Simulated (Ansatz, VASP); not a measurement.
One calculation of Hf, two programs

POSCAR

```
Hf
1.0
   -1.7511267995      1.7511267995      1.7511267995
    1.7511267995     -1.7511267995      1.7511267995
    1.7511267995      1.7511267995     -1.7511267995
Hf
1
Direct
    0.0000000000      0.0000000000      0.0000000000
```

The input INCAR.step1:

```
ALGO = Normal
EDIFF = 1E-4
ENCUT = 520
GGA = PE
ISMEAR = 0
LASPH = True
LCHARG = False
LREAL = False
LWAVE = True
NBANDS = 11
NELM = 60
PREC = Accurate
SIGMA = 0.1
```

The input INCAR.step2:

```
ALGO = Normal
EDIFF = 1E-7
ENCUT = 520
ISIF = 2
ISMEAR = 0
ISTART = 1
LASPH = True
LCHARG = False
LMIXTAU = True
LREAL = False
LWAVE = False
METAGGA = R2SCAN
NBANDS = 11
NELM = 60
PREC = Accurate
SIGMA = 0.1
```

KPOINTS

```
k-points
0
Gamma
  16 16 16
```

Input for Ansatz:

```yaml
crystal:
  lattice:
    - [-1.7511267995, 1.7511267995, 1.7511267995]
    - [1.7511267995, -1.7511267995, 1.7511267995]
    - [1.7511267995, 1.7511267995, -1.7511267995]
  atoms:
    - { symbol: Hf, position: [0.0, 0.0, 0.0] }
basis:
  ecutwfc: 500
kpoints:
  mp_grid: { grid: [16, 16, 16] }
hamiltonian:
  xc: r2scan
scf:
  occupations: { method: gaussian, width: 0.1 }
output:
  forces: true
  stress: true
  eigenvalues: true
```

Alike in both runs: task single point; functional r2SCAN; k mesh 16 × 16 × 16; occupations gaussian, width 0.1 eV; no spin polarisation.

|  | VASP | Ansatz |
| --- | --- | --- |
| version | VASP 6.6.1 | Ansatz 0.2.0 |
| potentials or method | VASP PAW PBE potentials, release 64 (Hf_pv), cutoff 520 eV | scalar-relativistic, plane waves, PAW |
| valence electrons in the cell | 10 | 26 |

VASP gave:

```
gap on the k mesh at the Fermi level (eV) : none
pressure (GPa)                            : 2.8
```

**Question.** Which values does Ansatz return?

**Answer.** gap on the k mesh at the Fermi level (eV): none; pressure (GPa): 3.2.

VASP's potentials were made for PBE, not for r2SCAN. A gap of «none» marks a metal or a gap that the smearing closes. VASP's potentials hold 10 valence electrons a cell and Ansatz's 26, so a difference there can come from the potentials and not from the codes.

Spin-orbit coupling is off throughout.
